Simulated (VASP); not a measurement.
Wanted: the native input for a VASP 6.6.1 run.

- Task: single point
- Functional: PBEsol
- Potentials or basis: VASP PAW PBE potentials, release 64 (Zr_sv, C)
- Cutoff: 520 eV
- k mesh: 15 × 15 × 15
- Occupations: fermi-dirac, width 0.05 eV
- Spin: no spin polarisation
- Dipole correction: no
- Further INCAR settings: ALGO = Normal; EDIFF = 1e-06; NBANDS = 15

The structure of ZrC lies in POSCAR:

```
ZrC
1.0
    0.0000000000      2.3502100000      2.3502100000
    2.3502100000      0.0000000000      2.3502100000
    2.3502100000      2.3502100000      0.0000000000
Zr C
1 1
Direct
    0.5000000000      0.5000000000      0.5000000000
    0.0000000000      0.0000000000      0.0000000000
```

The input as run:

INCAR

```
  PREC = Accurate
  ENCUT = 520
  EDIFF = 1E-6
  ISMEAR = -1
  SIGMA = 0.05
  LREAL = False
  LASPH = True
  NELM = 80
  ALGO = Normal
  ISIF = 2
  LWAVE = False
  LCHARG = False
  GGA = PS
  NBANDS = 15
```

KPOINTS

```
Automatic mesh
0
Gamma
  15 15 15
```

Potentials or basis: VASP PAW PBE potentials, release 64 (Zr_sv, C).

Run with:

```sh
$ cat potpaw_PBE.64/Zr_sv/POTCAR potpaw_PBE.64/C/POTCAR > POTCAR
$ mpirun -np 1 vasp_std > vasp.out
```

It gave:

```
Pressure               : -4.2 GPa
Band gap on the k mesh : zero (band 8 reaches 10.44 eV, above the bottom of band 9 at 9.13 eV)
```

Caveat: the PAW data sets were made with another functional, which shifts forces and pressure a little.

Wall time 48 s on 1 thread of Intel(R) Xeon(R) Platinum 8375C CPU @ 2.90GHz (Ice Lake), with other jobs on the host, peak memory 0.19 GiB.
